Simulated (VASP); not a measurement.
Write the native input for VASP 6.6.1 that does the following.

- Task: single point
- Functional: LDA
- Potentials or basis: VASP PAW LDA potentials, release 64 (Os_sv_GW)
- Cutoff: 560 eV
- k mesh: 10 × 10 × 13
- Occupations: fermi-dirac, width 0.1 eV
- Spin: no spin polarisation
- Dipole correction: no
- Further INCAR settings: ALGO = Normal; EDIFF = 1e-06; NBANDS = 31

The structure of Os lies in POSCAR:

```
Os
1.0
    4.1486547507      0.0000000000      0.0000000000
   -2.0743273754      3.5928404057      0.0000000000
    0.0000000000      0.0000000000      2.6058797603
Os
3
Direct
    1.0000000000      0.0000000000      1.0000000000
    0.3333333333      0.6666666667      0.5000000000
    0.6666666667      0.3333333333      0.5000000000
```

This isn't the form of Os at room conditions, which is hcp.

The input as run:

INCAR

```
ALGO = Normal
EDIFF = 1E-6
ENCUT = 560
GGA_COMPAT = F
ISIF = 2
ISMEAR = -1
LASPH = T
LCHARG = T
LELF = T
LREAL = F
LVHAR = T
LWAVE = F
NBANDS = 31
NELM = 120
PREC = Accurate
SIGMA = 0.1
```

KPOINTS

```
k-points
0
Gamma
  10 10 13
```

Potentials or basis: VASP PAW LDA potentials, release 64 (Os_sv_GW).

The run is started by

```console
$ cat potpaw_LDA.64/Os_sv_GW/POTCAR > POTCAR
$ mpirun -np 1 vasp_std > vasp.out
```

Results of the run:

* Pressure: 43.6 GPa
* Band gap on the k mesh: zero (bands 24 and 25 overlap by 3.10 eV)

Caveat: the stress differs along the axes, from 40 to 46 GPa; spin-orbit coupling is left out, which moves the levels of the heavy elements.

It took 38 s on 1 thread of Intel(R) Xeon(R) 6975P-C (Granite Rapids), with other jobs on the host, peak memory 0.21 GiB.
